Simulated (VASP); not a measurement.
Crystal: AgCl.

```
Ag Cl
1.0
     0.00000    2.77318    2.77318
     2.77318    0.00000    2.77318
     2.77318    2.77318    0.00000
Ag Cl
1 1
Cartesian
  0.0000 0.0000 0.0000
  2.7732 2.7732 2.7732
```

Base run:

```yaml
Program: VASP 6.6.1
Functional: PBE
Potentials_or_basis: VASP PAW PBE potentials, release 64 (Ag, Cl)
Cutoff: 500 eV
k_mesh: 6 × 6 × 6
Occupations: fermi-dirac, width 0.001 eV
Spin: no spin polarisation
```

Its results: band gap on the k mesh 0.91 eV, indirect (least direct gap 3.23 eV); pressure 1.5 GPa.

The run is repeated on the same cell with these changes: functional from PBE to PBEsol; occupations from fermi-dirac, width 0.001 eV to gaussian, width 0.01 eV. What comes out?

Band gap on the k mesh 0.73 eV, indirect (least direct gap 3.06 eV); pressure -2.7 GPa.

Caveats: the PAW data sets were made with another functional, which shifts forces and pressure a little (some runs).

A k mesh can miss the band edges.
